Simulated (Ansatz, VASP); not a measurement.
**One calculation of InGa2As3, two programs**

Contents of INCAR:

```
PREC = Accurate
ENCUT = 520
EDIFF = 1E-6
ISMEAR = 0
SIGMA = 0.1
LREAL = F
LASPH = T
NELM = 60
ALGO = Normal
ISIF = 2
LWAVE = F
LCHARG = F
GGA = PE
NBANDS = 36
```

File KPOINTS:

```
Automatic mesh
0
Gamma
  6 6 6
```

Contents of POSCAR:

```
InGa2As3
1.0
   -2.0790793000      2.0790793000      8.8828421000
    2.0790793000     -2.0790793000      8.8828421000
    2.0790793000      2.0790793000     -8.8828421000
In Ga As
1 2 3
Direct
    0.7500000000      0.2500000000      0.5000000000
    0.4206260000      0.9206260000      0.5000000000
    0.0793740000      0.5793740000      0.5000000000
    0.8419960000      0.8419960000      0.0000000000
    0.5000000000      0.5000000000      0.0000000000
    0.1580040000      0.1580040000      0.0000000000
```

Input for Ansatz:

```yaml
crystal:
  lattice:
    - [-2.0790793, 2.0790793, 8.8828421]
    - [2.0790793, -2.0790793, 8.8828421]
    - [2.0790793, 2.0790793, -8.8828421]
  atoms:
    - { symbol: In, position: [0.75, 0.25, 0.5] }
    - { symbol: Ga, position: [0.420626, 0.920626, 0.5] }
    - { symbol: Ga, position: [0.079374, 0.579374, 0.5] }
    - { symbol: As, position: [0.841996, 0.841996, 0.0] }
    - { symbol: As, position: [0.5, 0.5, 0.0] }
    - { symbol: As, position: [0.158004, 0.158004, 0.0] }
basis:
  ecutwfc: 420
kpoints:
  mp_grid: { grid: [6, 6, 6] }
hamiltonian:
  xc: pbe
scf:
  occupations: { method: gaussian, width: 0.1 }
  lower_state_search: "off"
output:
  forces: true
  stress: true
  eigenvalues: true
```

Alike in both runs: task single point; functional PBE; k mesh 6 × 6 × 6; occupations gaussian, width 0.1 eV; no spin polarisation.

|  | VASP | Ansatz |
| --- | --- | --- |
| version | VASP 6.6.1 | Ansatz 0.2.0 |
| potentials or method | VASP PAW PBE potentials, release 64 (In_d, Ga_d, As), cutoff 520 eV | scalar-relativistic, plane waves, PAW |
| valence electrons in the cell | 54 | 84 |

|  | VASP | Ansatz | Ansatz less VASP |
| --- | --- | --- | --- |
| gap on the k mesh at the Fermi level (eV) | none | none | - |
| pressure (GPa) | 0.2 | 0.0 | -0.12 |
| traceless stress, the component that is largest in VASP (GPa) | -0.12 | -0.12 | +0.001 |

A gap of «none» marks a metal or a gap that the smearing closes. The functional is the same, so the differences come from potentials, cutoffs and numerics. VASP's potentials hold 54 valence electrons a cell and Ansatz's 84, so a difference there can come from the potentials and not from the codes.
